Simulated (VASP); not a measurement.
Here is a VASP 6.6.1 calculation.

The input INCAR:

```
PREC     = Accurate       # precision mode
ENCUT    = 600            # plane-wave cutoff, eV
EDIFF    = 1E-7           # SCF threshold, eV
ISMEAR   = 0              # smearing method
SIGMA    = 0.02           # smearing width, eV
LREAL    = False          # projectors in reciprocal space
LASPH    = True           # aspherical terms in the spheres
NELM     = 80             # most SCF steps
ALGO     = Normal         # electronic algorithm
ISIF     = 3              # what is computed and relaxed
LWAVE    = False          # write WAVECAR
LCHARG   = False          # write CHGCAR
GGA      = PS             # functional
IBRION   = 2              # ionic algorithm
NSW      = 100            # ionic steps
EDIFFG   = -0.005         # ionic threshold
```

KPOINTS

```
regular mesh
0
Gamma
  8 8 8
```

Contents of POSCAR:

```
CaO
1.0
    0.0000000000      2.4490000000      2.4490000000
    2.4490000000      0.0000000000      2.4490000000
    2.4490000000      2.4490000000      0.0000000000
Ca O
1 1
Direct
    0.0000000000      0.0000000000      0.0000000000
    0.5000000000      0.5000000000      0.5000000000
```

Potentials or basis: VASP PAW PBE potentials, release 64 (Ca_sv, O).

Command:

```sh
$ cat potpaw_PBE.64/Ca_sv/POTCAR potpaw_PBE.64/O/POTCAR > POTCAR
$ mpirun -np 1 vasp_std > vasp.out
```

(1) Predict the band gap on the k mesh.

(2) Estimate the relaxed volume.

(3) Estimate the relaxed cell.

Answers

(1) 3.53 eV, indirect (least direct gap 3.90 eV).

(2) 13.60 Å³/atom.

(3) a = 3.376 Å, b = 3.376 Å, c = 3.376 Å, α = 60.00°, β = 60.00°, γ = 60.00°.

Caveat: the PAW data sets were made with another functional, which shifts forces and pressure a little.
